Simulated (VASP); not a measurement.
Set up this calculation in VASP 6.6.1, as the native input.

| Quantity | Value |
| --- | --- |
| Task | single point |
| Functional | PBE |
| Potentials or basis | VASP PAW PBE potentials, release 64 (Pb_d, F) |
| Cutoff | 520 eV |
| k mesh | 6 × 6 × 6 |
| Occupations | gaussian, width 0.01 eV |
| Spin | no spin polarisation |
| Dipole correction | no |
| Further INCAR settings | ALGO = Normal; EDIFF = 1e-06; NBANDS = 37 |

The structure of PbF2 lies in POSCAR:

```
PbF2
1.0
   -2.3617695519      2.3617695519      6.5221862156
    2.3617695519     -2.3617695519      6.5221862156
    2.3617695519      2.3617695519     -6.5221862156
Pb F
2 4
Direct
    0.7500000000      0.2500000000      0.5000000000
    0.0000000000      0.0000000000      0.0000000000
    0.5548279960      0.0548279960      0.5000000000
    0.8048279960      0.8048279960      0.0000000000
    0.1951720040      0.1951720040      0.0000000000
    0.9451720040      0.4451720040      0.5000000000
```

The input as run:

INCAR

```
SYSTEM = PbF2
PREC = Accurate ; ENCUT = 520
EDIFF = 1E-6 ; ISMEAR = 0
SIGMA = 0.01 ; LREAL = .False.
LASPH = .True. ; NELM = 60
ALGO = Normal ; ISIF = 2
LWAVE = .False. ; LCHARG = .False.
GGA = PE ; NBANDS = 37
```

KPOINTS

```
regular mesh
0
Gamma
  6 6 6
  0 0 0
```

Potentials or basis: VASP PAW PBE potentials, release 64 (Pb_d, F).

Command:

```bash
$ cat potpaw_PBE.64/Pb_d/POTCAR potpaw_PBE.64/F/POTCAR > POTCAR
$ mpirun -np 1 vasp_std > vasp.out
```

Results of the run:

```json
{
  "Pressure": "-0.2 GPa",
  "Band gap on the k mesh": "4.12 eV (least direct gap 4.31 eV)"
}
```

Caveat: spin-orbit coupling is left out, which moves the levels of the heavy elements.

Wall time 5.7 min on 1 thread of Oxide Virtual Turin-like Processor (shared host), peak memory 0.41 GiB.
